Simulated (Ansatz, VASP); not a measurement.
## Two plane-wave programs on In

```
CELL_PARAMETERS angstrom
2.57151 -4.31888 0.00000
2.57151 4.31888 0.00000
0.00000 0.00000 5.09800
ATOMIC_POSITIONS crystal
In 0.15847 0.84153 0.08239
In 0.65847 0.34153 0.41761
In 0.84153 0.15847 0.91761
In 0.34153 0.65847 0.58239
```

Alike in both runs: functional PBEsol; k mesh 4 × 4 × 4; occupations gaussian, width 0.1 eV; no spin polarisation.

Ansatz relaxed the structure, and its values are those at the end. VASP's run is a single point on that final structure, the one shown.

```csv
,VASP,Ansatz
version,VASP 6.6.1,Ansatz 0.2.0
potentials or method,"VASP PAW PBE potentials, release 64 (In_d), cutoff 520 eV","scalar-relativistic, plane waves, PAW"
valence electrons in the cell,52,52
```

|  | VASP | Ansatz | Ansatz less VASP |
| --- | --- | --- | --- |
| gap on the k mesh at the Fermi level (eV) | none | none | - |
| pressure (GPa) | 0.0 | 0.0 | +0.02 |
| rms of the force components (eV/Å) | 0.024 | 0.023 | -0.0011 |

VASP's potentials were made for PBE, not for PBEsol. A gap of «none» marks a metal or a gap that the smearing closes. With one functional, cell and mesh, what is left measures potentials, basis and numerics.
